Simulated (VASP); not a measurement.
Set up this calculation in VASP 6.6.1, as the native input.

* Task: single point
* Functional: PBE
* Potentials or basis: VASP PAW PBE potentials, release 64 (Li_sv)
* Cutoff: 520 eV
* k mesh: 14 × 14 × 8
* Occupations: fermi-dirac, width 0.1 eV
* Spin: no spin polarisation
* Dipole correction: no
* Further INCAR settings: ALGO = Normal; EDIFF = 1e-06; NBANDS = 10

The structure of Li lies in POSCAR:

```
Li
1.0
    2.8154000332      0.0000000000      0.0000000000
   -1.4077000166      2.4382079506      0.0000000000
    0.0000000000      0.0000000000      4.6023396652
Li
2
Direct
    0.3333333333      0.6666666667      0.2500000000
    0.6666666667      0.3333333333      0.7500000000
```

This cell differs from its parent crystal: volume scaled by 0.78.

These files were run (other wordings do the same):

INCAR

```
  ALGO = Normal
  EDIFF = 1E-6
  ENCUT = 520
  GGA = PE
  ISIF = 2
  ISMEAR = -1
  LASPH = T
  LCHARG = F
  LREAL = F
  LWAVE = F
  NBANDS = 10
  NELM = 100
  PREC = Accurate
  SIGMA = 0.1
```

KPOINTS

```
k-points
0
Gamma
  14 14 8
```

Potentials or basis: VASP PAW PBE potentials, release 64 (Li_sv).

Launch:

```bash
$ cat potpaw_PBE.64/Li_sv/POTCAR > POTCAR
$ mpirun -np 1 vasp_std > vasp.out
```

It gave:

```
Band gap on the k mesh : zero (band 3 reaches 3.56 eV, above the bottom of band 4 at -1.26 eV)
```

It took 18 s on 1 thread of AMD EPYC 9R45 (Zen 5), on a shared host, peak memory 0.13 GiB.
